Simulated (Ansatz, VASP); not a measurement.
**LiGeN in VASP and in Ansatz**

The input INCAR:

```
SYSTEM = LiGeN
PREC = Accurate
ENCUT = 520
EDIFF = 1E-6
ISMEAR = 0
SIGMA = 0.01
LREAL = .FALSE.
LASPH = .TRUE.
NELM = 80
ALGO = Normal
ISIF = 2
LWAVE = .FALSE.
LCHARG = .FALSE.
GGA = PE
NBANDS = 31
```

Contents of KPOINTS:

```
Automatic mesh
0
G
  9 9 2
  0 0 0
```

POSCAR

```
LiGeN
1.0
    3.0153704796      0.0000000000      0.0000000000
   -1.5076852398      2.6113874372      0.0000000000
    0.0000000000      0.0000000000      9.4299273952
Li Ge N
2 2 2
Direct
    0.6666666667      0.3333333333      0.7416379770
    0.3333333333      0.6666666667      0.2416379770
    0.0000000000      0.0000000000      0.4985953034
    0.0000000000      0.0000000000      0.9985953034
    0.3333333333      0.6666666667      0.6044047196
    0.6666666667      0.3333333333      0.1044047196
```

Input for Ansatz:

```yaml
crystal:
  lattice:
    - [3.0153704796, 0.0, 0.0]
    - [-1.5076852398, 2.6113874372, 0.0]
    - [0.0, 0.0, 9.4299273952]
  atoms:
    - { symbol: Li, position: [0.6666666667, 0.3333333333, 0.741637977] }
    - { symbol: Li, position: [0.3333333333, 0.6666666667, 0.241637977] }
    - { symbol: Ge, position: [0.0, 0.0, 0.4985953034] }
    - { symbol: Ge, position: [0.0, 0.0, 0.9985953034] }
    - { symbol: "N", position: [0.3333333333, 0.6666666667, 0.6044047196] }
    - { symbol: "N", position: [0.6666666667, 0.3333333333, 0.1044047196] }
kpoints:
  mp_grid: { grid: [9, 9, 2] }
hamiltonian:
  xc: pbe
scf:
  occupations: { method: fixed }
  n_extra_bands: 5
output:
  forces: true
  stress: true
  eigenvalues: true
```

Alike in both runs: task single point; functional PBE; k mesh 9 × 9 × 2; no spin polarisation.

|  | VASP | Ansatz |
| --- | --- | --- |
| version | VASP 6.6.1 | Ansatz 0.2.0 |
| potentials or method | VASP PAW PBE potentials, release 64 (Li_sv, Ge_d, N) | plane waves, PAW |
| plane-wave cutoff (eV) | 520 | 420 |
| occupations | gaussian, width 0.01 eV | fixed |
| valence electrons in the cell | 44 | 44 |

VASP gave:

* gap on the k mesh at the Fermi level (eV): 1.63
* rms of the force components (eV/Å): 0.009

Q: Estimate Ansatz's values.

A: gap on the k mesh at the Fermi level (eV): 1.62; rms of the force components (eV/Å): 0.001.

Atom by atom the forces differ by 0.008 eV/Å (rms over components).

Noted on VASP's run: the cutoff is under 1.25 times that of the potentials, so the pressure is a little rough.
